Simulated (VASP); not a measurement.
Set up this calculation in VASP 6.6.1, as the native input.

```yaml
Task: relaxation of shape and atoms at fixed volume
Functional: r2SCAN
Potentials_or_basis: VASP PAW PBE potentials, release 64 (Sb)
Cutoff: 600 eV
k_mesh: 10 × 10 × 10
Occupations: gaussian, width 0.05 eV
Spin: no spin polarisation
Dipole_correction: no
Further_INCAR_settings: ALGO = Normal; EDIFF = 1e-06; IBRION = 2; EDIFFG = -0.02; NSW = 60; ISIF = 4
```

The system is Sb.

```
Sb
1.0
     2.11077    1.21865    3.91417
    -2.11077    1.21865    3.91417
     0.00000   -2.43731    3.91417
Sb
2
Direct
  0.22754 0.22754 0.22754
  0.77246 0.77246 0.77246
```

These files were run (other wordings do the same):

POSCAR

```
Sb
1.0
    2.1107702111      1.2186537496      3.9141654171
   -2.1107702111      1.2186537496      3.9141654171
    0.0000000000     -2.4373074991      3.9141654171
Sb
2
Direct
    0.2275400000      0.2275400000      0.2275400000
    0.7724600000      0.7724600000      0.7724600000
```

INCAR.step1

```
PREC     = Accurate       # precision mode
ENCUT    = 600            # plane-wave cutoff, eV
ISMEAR   = 0              # smearing method
SIGMA    = 0.05           # smearing width, eV
LREAL    = False          # projectors in reciprocal space
LASPH    = True           # aspherical terms in the spheres
NELM     = 100            # most SCF steps
GGA      = PE             # functional
ALGO     = Normal         # electronic algorithm
EDIFF    = 1E-4           # SCF threshold, eV
LWAVE    = True           # write WAVECAR
LCHARG   = False          # write CHGCAR
```

INCAR.step2

```
PREC     = Accurate       # precision mode
ENCUT    = 600            # plane-wave cutoff, eV
EDIFF    = 1E-6           # SCF threshold, eV
ISMEAR   = 0              # smearing method
SIGMA    = 0.05           # smearing width, eV
LREAL    = False          # projectors in reciprocal space
LASPH    = True           # aspherical terms in the spheres
NELM     = 100            # most SCF steps
ALGO     = Normal         # electronic algorithm
ISIF     = 4              # what is computed and relaxed
LWAVE    = False          # write WAVECAR
LCHARG   = False          # write CHGCAR
METAGGA  = R2SCAN         # meta-GGA
LMIXTAU  = True         
IBRION   = 2              # ionic algorithm
NSW      = 60             # ionic steps
EDIFFG   = -0.02          # ionic threshold
ISTART   = 1
```

KPOINTS

```
Automatic mesh
0
Gamma
  10 10 10
```

Potentials or basis: VASP PAW PBE potentials, release 64 (Sb).

Command:

```console
$ cat potpaw_PBE.64/Sb/POTCAR > POTCAR
$ cp INCAR.step1 INCAR
$ mpirun -np 1 vasp_std > vasp.out
$ cp INCAR.step2 INCAR
$ mpirun -np 1 vasp_std > vasp.out
```

It gave:

```
Energy gained by relaxing    : 39.1 meV/atom
Ionic steps                  : 7
Pressure after relaxing      : 1.6 GPa
Largest force after relaxing : 0.009 eV/Å
Band gap on the k mesh       : zero (band 5 reaches 7.26 eV, above the bottom of band 6 at 7.18 eV)
```

Caveat: the PAW data sets were made with another functional, which shifts forces and pressure a little; spin-orbit coupling is left out, which moves the levels of the heavy elements.

Run time: 49 min on 1 thread of Intel(R) Xeon(R) Platinum 8259CL CPU @ 2.50GHz (Skylake/Cascade Lake), on a shared host, peak memory 0.3 GiB.
